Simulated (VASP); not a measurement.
Runs of VASP 6.6.1 on BAs. The structure is that of space group F-43m (No. 216), or close to it. The cells are those of the table. 

| task | cell | k mesh | smearing | gap on the mesh (eV) | pressure (GPa) |
| --- | --- | --- | --- | --- | --- |
| relaxation of cell and atoms | relaxed to 19.4 GPa from a = 3.378 Å, angles 60.0°, 2 atoms | 10 × 10 × 10 | gaussian 0.02 eV | 1.05 | 19.4 |
| relaxation of cell and atoms | relaxed to 19.4 GPa from a = 3.246 Å, angles 60.0°, 2 atoms | 10 × 10 × 10 | gaussian 0.02 eV | 1.05 | 19.4 |
| single point | a = 3.246 Å, angles 60.0°, 2 atoms | 10 × 10 × 10 | gaussian 0.02 eV | 1.05 | 20.6 |
| single point | a = 3.378 Å, angles 60.0°, 2 atoms | 6 × 6 × 6 | gaussian 0.1 eV | 1.27 | (a) |

Alike in all rows: level PBE+D3(BJ); potentials or basis VASP PAW PBE potentials, release 64 (B, As); no spin polarisation; cutoff (eV) 500.

Question: Estimate the missing entries.

Answer: (a) -0.4.

Caveats: the cell is relaxed towards a set pressure, so the run minimises the enthalpy, not the energy (at least some runs); the cell stands under pressure (at least some runs).

A k mesh can miss the band edges, and the runs leave out spin-orbit coupling on As.
